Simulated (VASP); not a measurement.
FeSi, 8 atoms in the cell. It takes space group P2_13 (No. 198, cubic). Conventional cell: a = 4.448 Å, b = 4.448 Å, c = 4.448 Å, α = 90.00°, β = 90.00°, γ = 90.00°. Within 3.0 Å of Fe (site symmetry 3) lie 7 Si at 2.27 to 2.50 Å and 6 Fe at 2.73 Å. Within 3.0 Å of Si (site symmetry 3) lie 7 Fe at 2.27 to 2.50 Å and 6 Si at 2.76 Å. 

```yaml
Program: VASP 6.6.1
Task: single point
Functional: PBE
Potentials_or_basis: VASP PAW PBE potentials, release 64 (Fe, Si)
Cutoff: 520 eV
k_mesh: 8 × 8 × 8
Occupations: gaussian, width 0.01 eV
Spin: no spin polarisation
Dipole_correction: no
Further_INCAR_settings: ALGO = Normal; EDIFF = 1e-06; NBANDS = 34
```

Potentials or basis: VASP PAW PBE potentials, release 64 (Fe, Si).

Launch:

```sh
$ cat potpaw_PBE.64/Fe/POTCAR potpaw_PBE.64/Si/POTCAR > POTCAR
$ mpirun -np 1 vasp_std > vasp.out
```

Hardware: 1 thread of Intel Xeon 8259CL (shared host).

Problem. Estimate the wall time of this run.

Solution. It took 3.4 min on 1 thread of Intel Xeon 8259CL, on a shared host, peak memory 0.26 GiB. Counts: scf iterations 15, k points 45.
